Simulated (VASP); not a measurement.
## BeAu2S2: single point with PBE

The system is BeAu2S2.

```xyz
5
Lattice="4.3206 0.0000 0.0000 0.0000 4.3206 0.0000 0.0000 0.0000 4.9097" Properties=species:S:1:pos:R:3 pbc="T T T"
Be    2.1603    2.1603    2.4549
S     0.0000    2.1603    2.4549
S     2.1603    0.0000    2.4549
Au    0.0000    2.1603    0.0000
Au    2.1603    0.0000    0.0000
```

The cell was built from a structure type or drawn by symmetry, and may not be a known phase.

```
Program             : VASP 6.6.1
Task                : single point
Functional          : PBE
Potentials or basis : VASP PAW PBE potentials, release 64 (Be, S, Au)
Cutoff              : 520 eV
k mesh              : 10 × 10 × 8
Occupations         : gaussian, width 0.1 eV
Spin                : no spin polarisation
```

| Quantity | Value |
| --- | --- |
| Pressure | -0.1 GPa |
| Band gap on the k mesh | zero (bands 18 and 19 overlap by 2.65 eV) |

Stress tensor (GPa, compression positive):
```
-0.06  0.00  0.00
 0.00 -0.06  0.00
 0.00  0.00 -0.22
```

Levels at points of the mesh, in eV from the Fermi level:
| k point | band 16 | band 17 | band 18 | band 19 | band 20 | band 21 |
| --- | --- | --- | --- | --- | --- | --- |
| (0.00, 0.00, 0.00) | -2.41 | -1.74 | -0.70 | -0.70 | 1.81 | 4.56 |
| (0.50, 0.00, 0.00) | -2.99 | -2.14 | -1.92 | -1.29 | -1.18 | 4.07 |
| (0.50, 0.50, 0.00) | -2.79 | -0.54 | 0.78 | 1.16 | 1.16 | 1.61 |
| (0.00, 0.00, 0.50) | 0.10 | 0.10 | 0.62 | 1.27 | 2.93 | 2.93 |
| (0.50, 0.00, 0.50) | -2.46 | -1.15 | -1.11 | 3.37 | 4.30 | 4.89 |
| (0.50, 0.50, 0.50) | -0.71 | -0.71 | 0.15 | 0.62 | 1.34 | 4.61 |

Run time: 98 s on 1 thread of Intel(R) Xeon(R) 6975P-C (Granite Rapids), with other jobs on the host, peak memory 0.36 GiB.

Caveat: spin-orbit coupling is left out, which moves the levels of the heavy elements.
